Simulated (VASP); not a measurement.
GaSb:

```
CELL_PARAMETERS angstrom
-1.55590 2.67500 2.89331
1.55590 -2.67500 2.89331
1.55590 2.67500 -2.89331
ATOMIC_POSITIONS crystal
Sb 0.50000 0.50000 0.00000
Ga 0.00000 0.00000 0.00000
```

```yaml
Program: VASP 6.6.1
Task: relaxation of cell and atoms
Functional: LDA
Potentials_or_basis: VASP PAW LDA potentials, release 64 (Sb, Ga_d)
Cutoff: 600 eV
k_mesh: 7 × 7 × 7
Occupations: fermi-dirac, width 0.05 eV
Spin: non-collinear spin, zero start, spin-orbit coupling
Starting_moments: "[[0.0, 0.0, 0.0], [0.0, 0.0, 0.0]] μB"
```

At the start: pressure -4.5 GPa; volume 24.08 Å³/atom.

**Question.** Where does the relaxation end?

**Answer.** Over 5 steps the energy falls by 28.5 meV/atom and the volume is 22.23 Å³/atom (-7.7 %); space group Immm (No. 71, to 0.1 Å) before and after; moment 0.00 μB per cell.

The path:
```
step  energy change (eV)  largest force (eV/Å)  pressure (GPa)  volume (Å³)
   1              0.0000                0.0000           -4.49        48.17
   2             -0.0536                0.0000            1.33        43.62
   3             -0.0570                0.0000            0.00        44.44
   4             -0.0569                0.0000            0.11        44.37
   5             -0.0570                0.0000           -0.03        44.46
```

Final structure:
```xyz
2
Lattice="-1.5217 2.6043 2.8046 1.5217 -2.6043 2.8046 1.5217 2.6043 -2.8046" Properties=species:S:1:pos:R:3 pbc="T T T"
Sb    1.5217    2.6043    0.0000
Ga    0.0000    0.0000    0.0000
```
